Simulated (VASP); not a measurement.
Rb: single point with r2SCAN0

The system is Rb.

```
Rb
1.0
    -2.99339    2.99339    2.76678
     2.99339   -2.99339    2.76678
     2.99339    2.99339   -2.76678
Rb
1
Direct
  0.00000 0.00000 0.00000
```

* Program: VASP 6.6.1
* Task: single point
* Functional: r2SCAN0
* Potentials or basis: VASP PAW PBE potentials, release 64 (Rb_sv)
* Cutoff: 520 eV
* k mesh: 4 × 4 × 4
* Occupations: gaussian, width 0.1 eV
* Spin: no spin polarisation
* Dipole correction: no
* Grid for exact exchange (PRECFOCK): Normal
* Further INCAR settings: ALGO = Normal; EDIFF = 1e-06; NBANDS = 10
* Share of exact exchange: 0.25

The pressure is 0.0 GPa and the band gap on the k mesh is zero (an odd number of electrons rules out a gap without spin polarisation).

Stress tensor (GPa, compression positive):
```
 0.08  0.00  0.00
 0.00  0.08  0.00
 0.00  0.00 -0.29
```

Levels at points of the mesh, in eV from the Fermi level:
```tsv
k point	band 1	band 2	band 3	band 4	band 5	band 6	band 7	band 8
(0.00, 0.00, 0.00)	-32.50	-14.99	-14.99	-14.99	-2.50	4.56	5.01	5.01
(0.50, 0.00, 0.00)	-32.50	-15.06	-15.01	-14.99	0.96	1.26	3.47	5.42
(0.50, 0.50, 0.00)	-32.50	-15.07	-15.01	-14.99	0.74	1.00	3.94	5.21
(0.50, 0.50, 0.50)	-32.50	-15.05	-15.05	-15.03	1.96	2.21	3.64	3.64
```

It took 7.1 min on 1 thread of Intel(R) Xeon(R) Platinum 8259CL CPU @ 2.50GHz (Skylake/Cascade Lake), with other jobs on the host, peak memory 0.27 GiB.

Caveat: the k points lie up to 0.39 Å⁻¹ apart, too coarse for converged energies and pressures of a metal; the PAW data sets were made with another functional, which shifts forces and pressure a little.
